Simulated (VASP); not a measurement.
A run of VASP 6.6.1 is set up as follows.

Contents of POSCAR:

```
LiF
1.0
    0.0000000000      2.1707747985      2.1707747985
    2.1707747985      0.0000000000      2.1707747985
    2.1707747985      2.1707747985      0.0000000000
Li F
1 1
Direct
    0.0000000000      0.0000000000      0.0000000000
    0.2500000000      0.2500000000      0.2500000000
```

File INCAR.step1:

```
SYSTEM = LiF
ALGO = Normal
EDIFF = 1E-5
ENCUT = 520
GGA = PE
ISIF = 2
ISMEAR = 0
LASPH = .TRUE.
LCHARG = .FALSE.
LREAL = .FALSE.
LWAVE = .TRUE.
NBANDS = 12
NELM = 100
PREC = Accurate
SIGMA = 0.01
```

File INCAR.step2:

```
SYSTEM = LiF
ALGO = Normal
EDIFF = 1E-6
ENCUT = 520
GGA = PE
HFSCREEN = 0.2079
ISIF = 2
ISMEAR = 0
ISTART = 1
LASPH = .TRUE.
LCHARG = .FALSE.
LHFCALC = .TRUE.
LREAL = .FALSE.
LWAVE = .FALSE.
NBANDS = 12
NELM = 100
PREC = Accurate
PRECFOCK = Normal
SIGMA = 0.01
```

The input KPOINTS:

```
k-points
0
G
  8 8 8
  0 0 0
```

Potentials or basis: VASP PAW PBE potentials, release 64 (Li_sv, F).

The run is started by

```console
$ cat potpaw_PBE.64/Li_sv/POTCAR potpaw_PBE.64/F/POTCAR > POTCAR
$ cp INCAR.step1 INCAR
$ mpirun -np 1 vasp_std > vasp.out
$ cp INCAR.step2 INCAR
$ mpirun -np 1 vasp_std > vasp.out
```

Problem. Estimate the band gap on the k mesh.

Solution. 9.87 eV, direct.

Caveat: the cell differs from its parent crystal (strain +1.2%). A k mesh can miss the band edges.
